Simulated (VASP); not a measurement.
# Cu (I4/mmm) in VASP: a series of runs

Runs on Cu. Level: r2SCAN. Tasks: electric field gradients.

Program: VASP 6.6.1. These are calculated values, not measurements. Logs are shortened: lines on timing, memory, paths and dates and some standing lists are left out, and cuts for length are marked.

### 1 The cell of the first run

Symmetry: I4/mmm, No. 139, tetragonal system. Conventional cell: a = 2.827 Å, b = 2.827 Å, c = 2.696 Å, α = 90.00°, β = 90.00°, γ = 90.00°. Within 3.2 Å of Cu (site symmetry 4/mmm) lie 14 Cu at 2.41 to 2.83 Å.

### 2 Electric field gradients, r2SCAN (volume scaled by 0.9405)

Contents of POSCAR:

```
Cu
1.0
   -1.4135908418      1.4135908418      1.3482292359
    1.4135908418     -1.4135908418      1.3482292359
    1.4135908418      1.4135908418     -1.3482292359
Cu
1
Direct
    0.0000000000      0.0000000000      0.0000000000
```

Contents of INCAR.step1:

```
SYSTEM = Cu
ALGO = Normal
EDIFF = 1E-4
ENCUT = 520
GGA = PE
ISMEAR = -1
LASPH = .True.
LCHARG = .False.
LREAL = .False.
LWAVE = .True.
NBANDS = 12
NELM = 100
PREC = Accurate
SIGMA = 0.05
```

Contents of INCAR.step2:

```
SYSTEM = Cu
ALGO = Normal
EDIFF = 1E-8
ENCUT = 520
ISIF = 2
ISMEAR = -1
ISTART = 1
LASPH = .True.
LCHARG = .False.
LEFG = .True.
LMIXTAU = .True.
LREAL = .False.
LWAVE = .False.
METAGGA = R2SCAN
NBANDS = 12
NELM = 100
PREC = Accurate
SIGMA = 0.05
```

Contents of KPOINTS:

```
k-points
0
Gamma
  18 18 18
  0 0 0
```

Potentials or basis: VASP PAW PBE potentials, release 64 (Cu).

The run is started by

```console
cat potpaw_PBE.64/Cu/POTCAR > POTCAR
cp INCAR.step1 INCAR
mpirun -np 1 vasp_std > vasp.out
cp INCAR.step2 INCAR
mpirun -np 1 vasp_std > vasp.out
```

OUTCAR:

```text
SYSTEM = Cu
   EDIFF = 1E-8
   ENCUT = 520
   ISIF = 2
   ISMEAR = -1
   ISTART = 1
   LASPH = .True.
   LREAL = .False.
   METAGGA = R2SCAN
   NELM = 100
   PREC = Accurate

 ion  position               nearest neighbor table
   1  0.000  0.000  0.000-

  LATTYP: Found a body centered tetragonal cell.
 ALAT       =     2.8271816836
 C/A-ratio  =     0.9537620053

  Lattice vectors:

 A1 = (  -1.4135908418,   1.4135908418,   1.3482292359)
 A2 = (   1.4135908418,  -1.4135908418,   1.3482292359)
 A3 = (   1.4135908418,   1.4135908418,  -1.3482292359)

Analysis of symmetry for initial positions (statically):
=====================================================================
 Subroutine PRICEL returns:
 Original cell was already a primitive cell.

 Routine SETGRP: Setting up the symmetry group for a
 body centered tetragonal supercell.

 Subroutine GETGRP returns: Found 16 space group operations
 (whereof 16 operations were pure point group operations)
 out of a pool of 16 trial point group operations.

The static configuration has the point symmetry D_4h.

Analysis of symmetry for dynamics (positions and initial velocities):
=====================================================================
 Subroutine PRICEL returns:
 Original cell was already a primitive cell.

 Routine SETGRP: Setting up the symmetry group for a
 body centered tetragonal supercell.

 Subroutine GETGRP returns: Found 16 space group operations
 (whereof 16 operations were pure point group operations)
 out of a pool of 16 trial point group operations.

The dynamic configuration has the point symmetry D_4h.

 Subroutine INISYM returns: Found 16 space group operations
 (whereof 16 operations are pure point group operations),
 and found     1 'primitive' translations

----------------------------------------------------------------------------------------

                                     Primitive cell

  volume of cell :      10.7763

  direct lattice vectors                    reciprocal lattice vectors
    -1.413590842  1.413590842  1.348229236     0.000000000  0.353709139  0.370856815
     1.413590842 -1.413590842  1.348229236     0.353709139  0.000000000  0.370856815
     1.413590842  1.413590842 -1.348229236     0.353709139  0.353709139  0.000000000

  length of vectors
     2.411265271  2.411265271  2.411265271     0.512488958  0.512488958  0.500220262

  position of ions in fractional coordinates (direct lattice)
     0.000000000  0.000000000  0.000000000

  ion indices of the primitive-cell ions
   primitive index   ion index
                 1           1

----------------------------------------------------------------------------------------

 KPOINTS: k-points

Automatic generation of k-mesh.
 Grid dimensions read from file:
 generate k-points for:   18   18   18

 Generating k-lattice:

  Cartesian coordinates                     Fractional coordinates (reciprocal lattice)
     0.000000000  0.019650508  0.020603156     0.055555556  0.000000000  0.000000000
     0.019650508  0.000000000  0.020603156     0.000000000  0.055555556  0.000000000
     0.019650508  0.019650508  0.000000000     0.000000000  0.000000000  0.055555556

  Length of vectors
     0.028471609  0.028471609  0.027790015

  Shift w.r.t. Gamma in fractional coordinates (k-lattice)
     0.000000000  0.000000000  0.000000000

 Subroutine IBZKPT returns following result:
 ===========================================

 Found    480 irreducible k-points:

 Following reciprocal coordinates:
            Coordinates               Weight
  0.000000  0.000000  0.000000      1.000000
  0.055556  0.000000 -0.000000      8.000000
  0.111111  0.000000 -0.000000      8.000000
  0.166667  0.000000  0.000000      8.000000
  0.222222  0.000000  0.000000      8.000000
  0.277778 -0.000000  0.000000      8.000000
[... 16 lines left out ...]
 -0.277778  0.055556 -0.000000     16.000000
 -0.222222  0.055556  0.000000     16.000000
 [... further k-points ...]
   k-points           NKPTS =    480   k-points in BZ     NKDIM =    480   number of bands    NBANDS=     12
   number of dos      NEDOS =    301   number of ions     NIONS =      1
   total plane-waves  NPLWV =   5832
   dimension x,y,z NGX =    18 NGY =   18 NGZ =   18
   dimension x,y,z NGXF=    36 NGYF=   36 NGZF=   36
   ions per type =               1
   NGX,Y,Z   is equivalent  to a cutoff of  12.41, 12.41, 12.41 a.u.
   NGXF,Y,Z  is equivalent  to a cutoff of  24.82, 24.82, 24.82 a.u.
 SYSTEM =  Cu
   PREC   = accura    normal or accurate (medium, high low for compatibility)
   ISTART =      1    job   : 0-new  1-cont  2-samecut
   ICHARG =      0    charge: 1-file 2-atom 10-const
   ISPIN  =      1    spin polarized calculation?
   LNONCOLLINEAR =      F non collinear calculations
   LSORBIT =      F    spin-orbit coupling
   LASPH  =      T    aspherical Exc in radial PAW
   ENCUT  =  520.0 eV  38.22 Ry    6.18 a.u.   4.48  4.48  4.48*2*pi/ulx,y,z
   NELM   =    100;   NELMIN=  2; NELMDL=  0     # of ELM steps
   EDIFF  = 0.1E-07   stopping-criterion for ELM
   LREAL  =      F    real-space projection
   EDIFFG = 0.1E-06   stopping-criterion for IOM
   NSW    =      0    number of steps for IOM
   IBRION =     -1    ionic relax: 0-MD 1-quasi-New 2-CG
   NFREE  =      0    steps in history (QN), initial steepest desc. (CG)
   ISIF   =      2    stress and relaxation
   ISYM   =      2    0-nonsym 1-usesym 2-fastsym
   POTIM  = 0.5000    time-step for ionic-motion
   TEBEG  =    0.0;   TEEND  =   0.0 temperature during run
   PSTRESS=    0.0 pullay stress
   NELECT =      11.0000    total number of electrons
   NUPDOWN=      -1.0000    fix difference up-down
   EMIN   =  10.00;   EMAX   =-10.00  energy-range for DOS
   EFERMI =   0.00;   METHOD = LEGACY
   ISMEAR =    -1;   SIGMA  =   0.05  broadening in eV -4-tet -1-fermi 0-gaus
   EFERMI_NEDOS =   21; number of points for ismear=-14 and -15
   IALGO  =     38    algorithm
   IMIX   =      4    mixing-type and parameters
     AMIX     =   0.40;   BMIX     =  1.00
     AMIX_MAG =   1.60;   BMIX_MAG =  1.00
  volume/ion in A,a.u.               =      10.78        72.72
  Fermi-wavevector in a.u.,A,eV,Ry     =   1.648347  3.114924 36.967684  2.717048
  Thomas-Fermi vector in A             =   2.737652
   LORBIT       =      0    0 simple, 1 ext, 2 COOP (PROOUT), +10 PAW based schemes
   METAGGA = R2SCAN    functional components
   LHFCALC =     F    Hartree Fock is set to
   AEXX    =    0.0000 exact exchange contribution
   IVDW    =     0    specifies the selected vdW correction
   LEPSILON=     F    determine dielectric tensor
   LRPA    =     F    only Hartree local field effects (RPA)
 non-spin polarized calculation
  energy-cutoff  :      520.00
  volume of cell :       10.78
 maximum number of plane-waves:       313
 NGX is ok and might be reduce to    18
   NGX =  9   NGY =  9   NGZ =  9

 number of electron      11.0000008 magnetization

 Free energy of the ion-electron system (eV)
  ---------------------------------------------------
  ext. energy  EPLUGINS =         0.00000000
  ---------------------------------------------------
  free energy    TOTEN  =       -10.76073164 eV

  energy without entropy =      -10.75726029  energy(sigma->0) =      -10.75899597

 E-fermi :   8.5981     XC(G=0): -14.3769

 val. band max:        8.5911604158   @ k =   0.3333   0.1111   0.0556
 cond. band min:       8.6110187172   @ k =   0.2778   0.1111   0.1111
 fundamental gap:      0.0198583015
 Fermi energy:         8.5980841202

 k-point     1 :       0.0000    0.0000    0.0000
  band No.  band energies     occupation
      1      -1.8324      2.00000
      2       4.9126      2.00000
      3       5.1257      2.00000
      4       5.1258      2.00000
      5       6.0783      2.00000
      6       6.3033      2.00000
      7      35.0509      0.00000
      8      35.0509      0.00000
      9      36.3937      0.00000
     10      39.7260      0.00000
     11      40.2045      0.00000
     12      40.4147      0.00000
[... 331 lines left out ...]
 k-point    24 :      -0.2222    0.0556    0.0000
  band No.  band energies     occupation
      1      -0.1817      2.00000
      2       4.7109      2.00000
      3       4.9903      2.00000
      4       5.7022      2.00000
      5       6.0058      2.00000
      6       6.2514      2.00000
      7      27.1903      0.00000
      8      29.8991      0.00000
      9      32.7746      0.00000
     10      34.3759      0.00000
     11      37.9797      0.00000
     12      39.9124      0.00000

 [... further k-points ...]

------------------------ aborting loop because EDIFF is reached ----------------------------------------

  FORCE on cell =-STRESS in cart. coord.  units (eV):
  Direction    XX          YY          ZZ          XY          YZ          ZX
  --------------------------------------------------------------------------------------
  -------------------------------------------------------------------------------------
  Total        0.8494018      0.8494018      0.8498174      0.0000000      0.0000000      0.0000000
  in kB      126.2852343    126.2852343    126.3470255      0.0000000      0.0000000      0.0000000
  external PRESSURE =     126.3058314 kB  Pullay stress =       0.0000000 kB

 VOLUME and BASIS-vectors are now :
 -----------------------------------------------------------------------------
  energy-cutoff  :      520.00
  volume of cell :       10.78
      direct lattice vectors                 reciprocal lattice vectors
    -1.413590842  1.413590842  1.348229236     0.000000000  0.353709139  0.370856815
     1.413590842 -1.413590842  1.348229236     0.353709139  0.000000000  0.370856815
     1.413590842  1.413590842 -1.348229236     0.353709139  0.353709139  0.000000000

 POSITION                                       TOTAL-FORCE (eV/Angst)
 -----------------------------------------------------------------------------------
      0.00000      0.00000      0.00000         0.000000      0.000000      0.000000
 -----------------------------------------------------------------------------------
    total drift:                                0.000000      0.000000      0.000000

  FREE ENERGIE OF THE ION-ELECTRON SYSTEM (eV)
  ---------------------------------------------------
  free  energy   TOTEN  =       -10.7607316393 eV

  energy  without entropy=      -10.7572602920  energy(sigma->0) =      -10.75899597

 Electric field gradients (V/A^2)
---------------------------------------------------------------------
 ion       V_xx      V_yy      V_zz      V_xy      V_xz      V_yz
---------------------------------------------------------------------
   1       0.121     0.121    -0.242    -0.005    -0.006    -0.006
---------------------------------------------------------------------

 Electric field gradients after diagonalization (V/A^2)
 (convention: |V_zz| > |V_xx| > |V_yy|)
----------------------------------------------------------------------
 ion       V_xx      V_yy      V_zz     asymmetry (V_yy - V_xx)/ V_zz
----------------------------------------------------------------------
   1       0.126     0.116    -0.242       0.041
----------------------------------------------------------------------

           NMR quadrupolar parameters

 Cq : quadrupolar parameter    Cq=e*Q*V_zz/h
 eta: asymmetry parameters     (V_yy - V_xx)/ V_zz
 Q  : nuclear electric quadrupole moment in mb (millibarn)
----------------------------------------------------------------------
 ion       Cq(MHz)       eta       Q (mb)
----------------------------------------------------------------------
   1      -0.001       0.041       1.000
----------------------------------------------------------------------
```

It took 2.8 min on 1 thread of Intel Xeon Platinum 8488C (Sapphire Rapids), shared host; peak memory 0.17 GiB.

Results:

* Free energy: -10.7607 eV
* Pressure: 12.6 GPa

Caveat: without QUAD_EFG the Cq values of the log hold for a quadrupole moment of 1 mb, not for the nuclei; the PAW data sets were made with another functional, which shifts forces and pressure a little.

### 3 Electric field gradients, r2SCAN (volume scaled by 0.98)

Contents of POSCAR:

```
Cu
1.0
   -1.4331098516      1.4331098516      1.3668457258
    1.4331098516     -1.4331098516      1.3668457258
    1.4331098516      1.4331098516     -1.3668457258
Cu
1
Direct
    0.0000000000      0.0000000000      0.0000000000
```

Contents of INCAR.step1:

```
SYSTEM = Cu
PREC = Accurate
ENCUT = 520
ISMEAR = -1
SIGMA = 0.05
LREAL = .False.
LASPH = .True.
NELM = 80
NBANDS = 12
GGA = PE
ALGO = Normal
EDIFF = 1E-4
LWAVE = .True.
LCHARG = .False.
```

Contents of INCAR.step2:

```
SYSTEM = Cu
PREC = Accurate
ENCUT = 520
EDIFF = 1E-8
ISMEAR = -1
SIGMA = 0.05
LREAL = .False.
LASPH = .True.
NELM = 80
ALGO = Normal
ISIF = 2
LWAVE = .False.
LCHARG = .False.
METAGGA = R2SCAN
LMIXTAU = .True.
LEFG = .True.
NBANDS = 12
ISTART = 1
```

Contents of KPOINTS:

```
Automatic mesh
0
Gamma
  18 18 18
  0 0 0
```

Potentials or basis: VASP PAW PBE potentials, release 64 (Cu).

The run is started by

```console
cat potpaw_PBE.64/Cu/POTCAR > POTCAR
cp INCAR.step1 INCAR
mpirun -np 1 vasp_std > vasp.out
cp INCAR.step2 INCAR
mpirun -np 1 vasp_std > vasp.out
```

OUTCAR:

```text
SYSTEM = Cu
   PREC = Accurate
   ENCUT = 520
   EDIFF = 1E-8
   ISMEAR = -1
   LREAL = .False.
   LASPH = .True.
   NELM = 80
   ISIF = 2
   METAGGA = R2SCAN
   ISTART = 1

 ion  position               nearest neighbor table
   1  0.000  0.000  0.000-

  LATTYP: Found a body centered tetragonal cell.
 ALAT       =     2.8662197032
 C/A-ratio  =     0.9537620052

  Lattice vectors:

 A1 = (  -1.4331098516,   1.4331098516,   1.3668457258)
 A2 = (   1.4331098516,  -1.4331098516,   1.3668457258)
 A3 = (   1.4331098516,   1.4331098516,  -1.3668457258)

Analysis of symmetry for initial positions (statically):
=====================================================================
 Subroutine PRICEL returns:
 Original cell was already a primitive cell.

 Routine SETGRP: Setting up the symmetry group for a
 body centered tetragonal supercell.

[... 540 lines left out ...]
  external PRESSURE =      44.2412099 kB  Pullay stress =       0.0000000 kB

 VOLUME and BASIS-vectors are now :
 -----------------------------------------------------------------------------
  energy-cutoff  :      520.00
  volume of cell :       11.23
      direct lattice vectors                 reciprocal lattice vectors
    -1.433109852  1.433109852  1.366845726     0.000000000  0.348891608  0.365805731
     1.433109852 -1.433109852  1.366845726     0.348891608  0.000000000  0.365805731
     1.433109852  1.433109852 -1.366845726     0.348891608  0.348891608  0.000000000

 POSITION                                       TOTAL-FORCE (eV/Angst)
 -----------------------------------------------------------------------------------
      0.00000      0.00000      0.00000        -0.000000      0.000000     -0.000000
 -----------------------------------------------------------------------------------
    total drift:                                0.000000      0.000000      0.000000

  FREE ENERGIE OF THE ION-ELECTRON SYSTEM (eV)
  ---------------------------------------------------
  free  energy   TOTEN  =       -10.7847901839 eV

  energy  without entropy=      -10.7811180393  energy(sigma->0) =      -10.78295411

 Electric field gradients (V/A^2)
---------------------------------------------------------------------
 ion       V_xx      V_yy      V_zz      V_xy      V_xz      V_yz
---------------------------------------------------------------------
   1       0.062     0.062    -0.123    -0.002    -0.002    -0.002
---------------------------------------------------------------------

 Electric field gradients after diagonalization (V/A^2)
 (convention: |V_zz| > |V_xx| > |V_yy|)
----------------------------------------------------------------------
 ion       V_xx      V_yy      V_zz     asymmetry (V_yy - V_xx)/ V_zz
----------------------------------------------------------------------
   1       0.064     0.059    -0.123       0.034
----------------------------------------------------------------------

           NMR quadrupolar parameters

 Cq : quadrupolar parameter    Cq=e*Q*V_zz/h
 eta: asymmetry parameters     (V_yy - V_xx)/ V_zz
 Q  : nuclear electric quadrupole moment in mb (millibarn)
----------------------------------------------------------------------
 ion       Cq(MHz)       eta       Q (mb)
----------------------------------------------------------------------
   1      -0.000       0.034       1.000
----------------------------------------------------------------------
```

OUTCAR.step1:

```text
SYSTEM = Cu
   PREC = Accurate
   ENCUT = 520
   ISMEAR = -1
   LREAL = .False.
   LASPH = .True.
[... 577 lines left out ...]
 -----------------------------------------------------------------------------------
      0.00000      0.00000      0.00000         0.000000     -0.000000      0.000000
 -----------------------------------------------------------------------------------
    total drift:                                0.000000      0.000000      0.000000

  FREE ENERGIE OF THE ION-ELECTRON SYSTEM (eV)
  ---------------------------------------------------
  free  energy   TOTEN  =        -3.6627549829 eV

  energy  without entropy=       -3.6590215958  energy(sigma->0) =       -3.66088829
```

OSZICAR.step1:

```text
N       E                     dE             d eps       ncg     rms          rms(c)
DAV:   1     0.422992018367E+02    0.42299E+02   -0.54363E+03 12972   0.157E+03
DAV:   2    -0.329093237915E+01   -0.45590E+02   -0.42018E+02 11920   0.205E+02
DAV:   3    -0.457515312234E+01   -0.12842E+01   -0.12736E+01 13372   0.394E+01
DAV:   4    -0.458258148805E+01   -0.74284E-02   -0.74273E-02 12860   0.266E+00
DAV:   5    -0.458264923146E+01   -0.67743E-04   -0.67742E-04 13340   0.259E-01    0.766E+00
DAV:   6    -0.399184910734E+01    0.59080E+00   -0.13142E+01 13412   0.702E+01    0.356E+00
DAV:   7    -0.367826125475E+01    0.31359E+00   -0.20089E+00 13528   0.272E+01    0.700E-01
DAV:   8    -0.366337453283E+01    0.14887E-01   -0.84238E-03 15684   0.912E-01    0.184E-01
DAV:   9    -0.366274996467E+01    0.62457E-03   -0.35682E-03 13136   0.103E+00    0.277E-02
DAV:  10    -0.366275498291E+01   -0.50182E-05   -0.27241E-05  8052   0.899E-02
   1 F= -.36627550E+01 E0= -.36608883E+01  d E =-.373339E-02
```

It took 2.7 min on 1 thread of Intel Xeon Platinum 8488C (Sapphire Rapids), shared host; peak memory 0.17 GiB.

What came out:

```
Free energy : -10.7848 eV
Pressure    : 4.4 GPa
```

Stress tensor (GPa, compression positive):
```
4.49 0.00 0.00
0.00 4.49 0.00
0.00 0.00 4.29
```

Levels at points of the mesh, in eV from the Fermi level:
| k point | band 4 | band 5 | band 6 | band 7 | band 8 | band 9 |
| --- | --- | --- | --- | --- | --- | --- |
| (0.00, 0.00, 0.00) | -3.32 | -2.42 | -2.21 | 26.05 | 26.05 | 27.37 |
| (0.50, 0.00, 0.00) | -2.09 | -1.48 | -0.61 | 5.06 | 18.29 | 18.66 |
| (0.50, 0.50, 0.00) | -2.24 | -1.51 | -1.01 | 4.51 | 19.57 | 20.17 |
| (0.50, 0.50, 0.50) | -1.69 | -1.63 | 8.26 | 8.26 | 10.22 | 13.86 |

Caveat: without QUAD_EFG the Cq values of the log hold for a quadrupole moment of 1 mb, not for the nuclei; the PAW data sets were made with another functional, which shifts forces and pressure a little.
